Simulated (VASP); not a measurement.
# Sc (P6_3/mmc) in VASP: single point with LDA

Aim: the single point of Sc with LDA.

Everything below comes from runs of VASP 6.6.1. Logs are shortened: lines on timing, memory, paths and dates and some standing lists are left out, and cuts for length are marked.

### Step 1. The cell of the first run

The structure is hexagonal, space group P6_3/mmc (No. 194). The conventional cell has a = 3.230 Å, b = 3.230 Å, c = 4.985 Å, α = 90.00°, β = 90.00°, γ = 120.00°. Sc (site symmetry -6m2) has 12 Sc at 3.11 to 3.23 Å within 4.1 Å.

### Step 2. Single point, LDA

INCAR

```
PREC = Accurate
ENCUT = 520
EDIFF = 1E-7
ISMEAR = 0
SIGMA = 0.1
LREAL = F
LASPH = T
NELM = 100
ALGO = Normal
ISIF = 2
LWAVE = F
LCHARG = T
GGA = CA
LELF = T
LVHAR = T
NBANDS = 18
```

KPOINTS

```
Automatic mesh
0
Gamma
  15 15 8
```

POSCAR

```
Sc
1.0
    3.2295844583      0.0000000000      0.0000000000
   -1.6147922291      2.7969021845      0.0000000000
    0.0000000000      0.0000000000      4.9849552023
Sc
2
Direct
    0.3333333333      0.6666666667      0.2500000000
    0.6666666667      0.3333333333      0.7500000000
```

Potentials or basis: VASP PAW LDA potentials, release 64 (Sc_sv).

The run is started by

```sh
$ cat potpaw_LDA.64/Sc_sv/POTCAR > POTCAR
$ mpirun -np 1 vasp_std > vasp.out
```

OUTCAR:

```text
PREC = Accurate
   ENCUT = 520
   EDIFF = 1E-7
   ISMEAR = 0
   LREAL = F
   LASPH = T
   NELM = 100
   ISIF = 2
   GGA = CA

 ion  position               nearest neighbor table
   1  0.333  0.667  0.250-   2 3.11   2 3.11   2 3.11   2 3.11   2 3.11   2 3.11
   2  0.667  0.333  0.750-   1 3.11   1 3.11   1 3.11   1 3.11   1 3.11   1 3.11

  LATTYP: Found a hexagonal cell.
 ALAT       =     3.2295844583
 C/A-ratio  =     1.5435283600

  Lattice vectors:

 A1 = (   3.2295844583,   0.0000000000,   0.0000000000)
 A2 = (  -1.6147922291,   2.7969021845,   0.0000000000)
 A3 = (   0.0000000000,   0.0000000000,   4.9849552023)

Analysis of symmetry for initial positions (statically):
=====================================================================
 Subroutine PRICEL returns:
 Original cell was already a primitive cell.

 Routine SETGRP: Setting up the symmetry group for a
 hexagonal supercell.

 Subroutine GETGRP returns: Found 24 space group operations
 (whereof 12 operations were pure point group operations)
 out of a pool of 24 trial point group operations.

The static configuration has the point symmetry D_3d.
 The point group associated with its full space group is D_6h.

Analysis of symmetry for dynamics (positions and initial velocities):
=====================================================================
 Subroutine PRICEL returns:
 Original cell was already a primitive cell.

 Routine SETGRP: Setting up the symmetry group for a
 hexagonal supercell.

 Subroutine GETGRP returns: Found 24 space group operations
 (whereof 12 operations were pure point group operations)
 out of a pool of 24 trial point group operations.

The dynamic configuration has the point symmetry D_3d.
 The point group associated with its full space group is D_6h.

 Subroutine INISYM returns: Found 24 space group operations
 (whereof 12 operations are pure point group operations),
 and found     1 'primitive' translations

----------------------------------------------------------------------------------------

                                     Primitive cell

  volume of cell :      45.0283

  direct lattice vectors                    reciprocal lattice vectors
     3.229584458  0.000000000  0.000000000     0.309637358  0.178769212  0.000000000
    -1.614792229  2.796902184  0.000000000     0.000000000  0.357538424  0.000000000
     0.000000000  0.000000000  4.984955202     0.000000000  0.000000000  0.200603608

  length of vectors
     3.229584458  3.229584458  4.984955202     0.357538424  0.357538424  0.200603608

  position of ions in fractional coordinates (direct lattice)
     0.333333333  0.666666667  0.250000000
     0.666666667  0.333333333  0.750000000

  ion indices of the primitive-cell ions
   primitive index   ion index
                 1           1
                 2           2

----------------------------------------------------------------------------------------

 KPOINTS: Automatic mesh

Automatic generation of k-mesh.
 Grid dimensions read from file:
 generate k-points for:   15   15    8

 Generating k-lattice:

  Cartesian coordinates                     Fractional coordinates (reciprocal lattice)
     0.020642491  0.011917947  0.000000000     0.066666667  0.000000000  0.000000000
     0.000000000  0.023835895  0.000000000     0.000000000  0.066666667  0.000000000
     0.000000000  0.000000000  0.025075451     0.000000000  0.000000000  0.125000000

  Length of vectors
     0.023835895  0.023835895  0.025075451

  Shift w.r.t. Gamma in fractional coordinates (k-lattice)
     0.000000000  0.000000000  0.000000000

 Subroutine IBZKPT returns following result:
 ===========================================

 Found    135 irreducible k-points:

 Following reciprocal coordinates:
            Coordinates               Weight
  0.000000  0.000000  0.000000      1.000000
  0.066667  0.000000  0.000000      6.000000
  0.133333 -0.000000  0.000000      6.000000
  0.200000  0.000000  0.000000      6.000000
  0.266667 -0.000000  0.000000      6.000000
  0.333333 -0.000000  0.000000      6.000000
[... 16 lines left out ...]
  0.333333  0.200000  0.000000     12.000000
  0.400000  0.200000  0.000000      6.000000
 [... further k-points ...]
   k-points           NKPTS =    135   k-points in BZ     NKDIM =    135   number of bands    NBANDS=     18
   number of dos      NEDOS =    301   number of ions     NIONS =      2
   total plane-waves  NPLWV =  23040
   dimension x,y,z NGX =    24 NGY =   24 NGZ =   40
   dimension x,y,z NGXF=    48 NGYF=   48 NGZF=   80
   ions per type =               2
   NGX,Y,Z   is equivalent  to a cutoff of  12.35, 12.35, 13.34 a.u.
   NGXF,Y,Z  is equivalent  to a cutoff of  24.71, 24.71, 26.68 a.u.
 SYSTEM =  unknown system
   PREC   = accura    normal or accurate (medium, high low for compatibility)
   ISTART =      0    job   : 0-new  1-cont  2-samecut
   ICHARG =      2    charge: 1-file 2-atom 10-const
   ISPIN  =      1    spin polarized calculation?
   LNONCOLLINEAR =      F non collinear calculations
   LSORBIT =      F    spin-orbit coupling
   LASPH  =      T    aspherical Exc in radial PAW
   ENCUT  =  520.0 eV  38.22 Ry    6.18 a.u.   6.00  6.00  9.27*2*pi/ulx,y,z
   NELM   =    100;   NELMIN=  2; NELMDL= -5     # of ELM steps
   EDIFF  = 0.1E-06   stopping-criterion for ELM
   LREAL  =      F    real-space projection
   EDIFFG = 0.1E-05   stopping-criterion for IOM
   NSW    =      0    number of steps for IOM
   IBRION =     -1    ionic relax: 0-MD 1-quasi-New 2-CG
   NFREE  =      0    steps in history (QN), initial steepest desc. (CG)
   ISIF   =      2    stress and relaxation
   ISYM   =      2    0-nonsym 1-usesym 2-fastsym
   POTIM  = 0.5000    time-step for ionic-motion
   TEBEG  =    0.0;   TEEND  =   0.0 temperature during run
   PSTRESS=    0.0 pullay stress
   NELECT =      22.0000    total number of electrons
   NUPDOWN=      -1.0000    fix difference up-down
   EMIN   =  10.00;   EMAX   =-10.00  energy-range for DOS
   EFERMI =   0.00;   METHOD = LEGACY
   ISMEAR =     0;   SIGMA  =   0.10  broadening in eV -4-tet -1-fermi 0-gaus
   EFERMI_NEDOS =   21; number of points for ismear=-14 and -15
   IALGO  =     38    algorithm
   IMIX   =      4    mixing-type and parameters
     AMIX     =   0.40;   BMIX     =  1.00
     AMIX_MAG =   1.60;   BMIX_MAG =  1.00
  volume/ion in A,a.u.               =      22.51       151.93
  Fermi-wavevector in a.u.,A,eV,Ry     =   1.289399  2.436611 22.620363  1.662550
  Thomas-Fermi vector in A             =   2.421294
   LORBIT       =      0    0 simple, 1 ext, 2 COOP (PROOUT), +10 PAW based schemes
   GGA     = CA    functional components
   LHFCALC =     F    Hartree Fock is set to
   AEXX    =    0.0000 exact exchange contribution
   IVDW    =     0    specifies the selected vdW correction
   LEPSILON=     F    determine dielectric tensor
   LRPA    =     F    only Hartree local field effects (RPA)
 non-spin polarized calculation
 Gauss-broadening in eV      SIGMA  =   0.10
  energy-cutoff  :      520.00
  volume of cell :       45.03
 maximum number of plane-waves:      1239
   NGX = 13   NGY = 13   NGZ = 19

 number of electron      21.9999998 magnetization

 Free energy of the ion-electron system (eV)
  ---------------------------------------------------
  ext. energy  EPLUGINS =         0.00000000
  ---------------------------------------------------
  free energy    TOTEN  =       -13.45836784 eV

  energy without entropy =      -13.44118513  energy(sigma->0) =      -13.44977648

 E-fermi :   3.9970     XC(G=0): -10.5222

 val. band max:        3.9913560311   @ k =   0.2000   0.2000   0.2500
 cond. band min:       4.0037599009   @ k =   0.2000   0.2000   0.3750
 fundamental gap:      0.0124038697
 Fermi energy:         3.9970137368

 k-point     1 :       0.0000    0.0000    0.0000
  band No.  band energies     occupation
      1     -44.5919      2.00000
      2     -44.4777      2.00000
      3     -23.8635      2.00000
      4     -23.3827      2.00000
      5     -23.3827      2.00000
      6     -23.2871      2.00000
[... 10 lines left out ...]
     17       6.4110      0.00000
     18       6.4110      0.00000

 k-point     2 :       0.0667    0.0000    0.0000
  band No.  band energies     occupation
      1     -44.5886      2.00000
      2     -44.4767      2.00000
      3     -23.8553      2.00000
      4     -23.3980      2.00000
      5     -23.3881      2.00000
      6     -23.3033      2.00000
[... 10 lines left out ...]
     17       6.3255      0.00000
     18       6.3427      0.00000

 k-point     3 :       0.1333   -0.0000    0.0000
  band No.  band energies     occupation
      1     -44.5794      2.00000
      2     -44.4740      2.00000
      3     -23.8315      2.00000
      4     -23.4415      2.00000
      5     -23.4032      2.00000
      6     -23.3485      2.00000
[... 10 lines left out ...]
     17       6.3862      0.00000
     18       6.4278      0.00000

 k-point     4 :       0.2000    0.0000    0.0000
  band No.  band energies     occupation
      1     -44.5654      2.00000
      2     -44.4704      2.00000
      3     -23.7941      2.00000
      4     -23.5061      2.00000
      5     -23.4245      2.00000
      6     -23.4133      2.00000
[... 375 lines left out ...]
      4     -23.6304      2.00000
      5     -23.6122      2.00000
      6     -23.4979      2.00000
[... 10 lines left out ...]
     17       7.9439      0.00000
     18       8.3087      0.00000

 k-point    23 :       0.3333    0.2000    0.0000
  band No.  band energies     occupation
      1     -44.4991      2.00000
      2     -44.4685      2.00000
      3     -23.6977      2.00000
      4     -23.6090      2.00000
      5     -23.5848      2.00000
      6     -23.5360      2.00000
[... 10 lines left out ...]
     17       8.1397      0.00000
     18       8.2921      0.00000

 k-point    24 :       0.4000    0.2000    0.0000
  band No.  band energies     occupation
      1     -44.4937      2.00000
      2     -44.4706      2.00000
      3     -23.7098      2.00000
      4     -23.6009      2.00000
      5     -23.5627      2.00000
      6     -23.5568      2.00000
[... 10 lines left out ...]
     17       8.1301      0.00000
     18       8.2902      0.00000

 [... further k-points ...]
[... 5 lines left out ...]
  --------------------------------------------------------------------------------------
  -------------------------------------------------------------------------------------
  Total        0.0239740      0.0239740      0.0263754      0.0000000      0.0000000     -0.0000000
  in kB        0.8530316      0.8530316      0.9384805      0.0000000      0.0000000     -0.0000000
  external PRESSURE =       0.8815146 kB  Pullay stress =       0.0000000 kB

 VOLUME and BASIS-vectors are now :
 -----------------------------------------------------------------------------
  energy-cutoff  :      520.00
  volume of cell :       45.03
      direct lattice vectors                 reciprocal lattice vectors
     3.229584458  0.000000000  0.000000000     0.309637358  0.178769212  0.000000000
    -1.614792229  2.796902184  0.000000000     0.000000000  0.357538424  0.000000000
     0.000000000  0.000000000  4.984955202     0.000000000  0.000000000  0.200603608

 POSITION                                       TOTAL-FORCE (eV/Angst)
 -----------------------------------------------------------------------------------
     -0.00000      1.86460      1.24624         0.000000     -0.000000      0.000000
      1.61479      0.93230      3.73872        -0.000000      0.000000      0.000000
 -----------------------------------------------------------------------------------
    total drift:                               -0.000000      0.000000     -0.000000

  FREE ENERGIE OF THE ION-ELECTRON SYSTEM (eV)
  ---------------------------------------------------
  free  energy   TOTEN  =       -13.4583678413 eV

  energy  without entropy=      -13.4411851278  energy(sigma->0) =      -13.44977648
```

Wall time 42 s (1 thread of Intel Xeon Platinum 8488C (Sapphire Rapids), shared host); peak memory 0.2 GiB.

What came out:

```yaml
Free_energy: -13.4584 eV
Pressure: 0.1 GPa
Band_gap_on_the_k_mesh: zero (band 11 reaches 5.04 eV, above the bottom of band 12 at 3.38 eV)
```
